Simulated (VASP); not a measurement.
Wanted: the native input for a VASP 6.6.1 run.

* Task: single point
* Functional: PBE
* Potentials or basis: VASP PAW PBE potentials, release 64 (In_d)
* Cutoff: 520 eV
* k mesh: 20 × 20 × 20
* Occupations: gaussian, width 0.15 eV
* Spin: no spin polarisation
* Dipole correction: no
* Further INCAR settings: ALGO = Fast; EDIFF = 1e-07; NBANDS = 12

The structure of In lies in POSCAR:

```
In
1.0
   -1.6159865625      1.6159865625      2.4739500000
    1.6159865625     -1.6159865625      2.4739500000
    1.6363134375      1.6363134375     -2.4739500000
In
1
Direct
    0.0000000000      0.0000000000      0.0000000000
```

This cell differs from its parent crystal: strain +0.0125 x Voigt [0, 0, 0, 0, 0, 1].

The input as run:

INCAR

```
SYSTEM = In
PREC = Accurate
ENCUT = 520
EDIFF = 1E-7
ISMEAR = 0
SIGMA = 0.15
LREAL = .FALSE.
LASPH = .TRUE.
NELM = 100
ALGO = Fast
ISIF = 2
LWAVE = .FALSE.
LCHARG = .TRUE.
GGA = PE
LELF = .TRUE.
LVHAR = .TRUE.
NBANDS = 12
```

KPOINTS

```
Automatic mesh
0
G
  20 20 20
  0 0 0
```

Potentials or basis: VASP PAW PBE potentials, release 64 (In_d).

Run with:

```console
$ cat potpaw_PBE.64/In_d/POTCAR > POTCAR
$ mpirun -np 1 vasp_std > vasp.out
```

It gave:

```json
{
  "Pressure": "2.0 GPa",
  "Band gap on the k mesh": "zero (an odd number of electrons rules out a gap without spin polarisation)"
}
```

Caveat: the cell differs from its parent crystal (strain +0.0125 x Voigt [0, 0, 0, 0, 0, 1]); spin-orbit coupling is left out, which moves the levels of the heavy elements.

Run time: 3.5 min on 1 thread of Intel(R) Xeon(R) 6975P-C (Granite Rapids), with other jobs on the host, peak memory 0.45 GiB.
